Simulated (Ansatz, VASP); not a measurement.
**One calculation of Te2Mo, two programs**

The input INCAR:

```
SYSTEM = Te2Mo
ALGO     = Normal         ! electronic algorithm
DIPOL    = 0.5 0.5 0.500
EDIFF    = 1E-7           ! SCF threshold, eV
EDIFFG   = -0.04          ! ionic threshold
ENCUT    = 520            ! plane-wave cutoff, eV
GGA      = PE             ! functional
IBRION   = 2              ! ionic algorithm
IDIPOL   = 3            
ISIF     = 2              ! what is computed and relaxed
ISMEAR   = 0              ! smearing method
IVDW     = 12             ! dispersion correction
LASPH    = .True.         ! aspherical terms in the spheres
LCHARG   = .False.        ! write CHGCAR
LDIPOL   = .True.       
LREAL    = .False.        ! projectors in reciprocal space
LWAVE    = .False.        ! write WAVECAR
NELM     = 80             ! most SCF steps
NSW      = 60             ! ionic steps
PREC     = Accurate       ! precision mode
SIGMA    = 0.05           ! smearing width, eV
```

Contents of KPOINTS:

```
k-points
0
Gamma
  9 9 1
  0 0 0
```

POSCAR

```
Te2Mo
1.0
    3.5040030921      0.0000000000      0.0000000000
   -1.7520015461      3.0345556927      0.0000000000
    0.0000000000      0.0000000000     21.6338122454
Te Mo
2 1
Direct
    0.6666666667      0.3333333333      0.4160154437
    0.6666666667      0.3333333333      0.5839845563
    0.3333333333      0.6666666667      0.4999998305
```

Input for Ansatz:

```yaml
crystal:
  lattice:
    - [3.5040030921, 0.0, 0.0]
    - [-1.7520015461, 3.0345556927, 0.0]
    - [0.0, 0.0, 21.6338122454]
  atoms:
    - { symbol: Te, position: [0.6666666667, 0.3333333333, 0.4160154437] }
    - { symbol: Mo, position: [0.3333333333, 0.6666666667, 0.4999998305] }
    - { symbol: Te, position: [0.6666666667, 0.3333333333, 0.5839845563] }
basis:
  ecutwfc: 420.0
  fft_grid_basis: typed
kpoints:
  mp_grid: { grid: [9, 9, 1] }
hamiltonian:
  xc: pbe
  dispersion: d3bj
scf:
  occupations: { method: gaussian, width: 0.05 }
output:
  forces: true
  eigenvalues: true
efield:
  axis: 3
  dipole_correction: true
  ramp_width: 0.04
relax:
  adjacent_minimum: "off"
  f_tol: 0.04
  max_steps: 40
```

Alike in both runs: task relaxation of the atoms; functional PBE; dispersion D3(BJ); k mesh 9 × 9 × 1; occupations gaussian, width 0.05 eV; no spin polarisation.

```csv
,VASP,Ansatz
version,VASP 6.6.1,Ansatz 0.2.0
potentials or method,"VASP PAW PBE potentials, release 64 (Te, Mo_sv), cutoff 520 eV","scalar-relativistic, plane waves, PAW"
valence electrons in the cell,26,46
```

```tsv
	VASP	Ansatz	Ansatz less VASP
gap on the k mesh at the Fermi level, each at its own relaxed structure (eV)	1.19	1.19	+0.001
```

VASP's potentials hold 26 valence electrons a cell and Ansatz's 46, so a difference there can come from the potentials and not from the codes.

Neither program's run includes spin-orbit coupling. Noted on VASP's run: the relaxation stopped at its first step, so nothing moved.
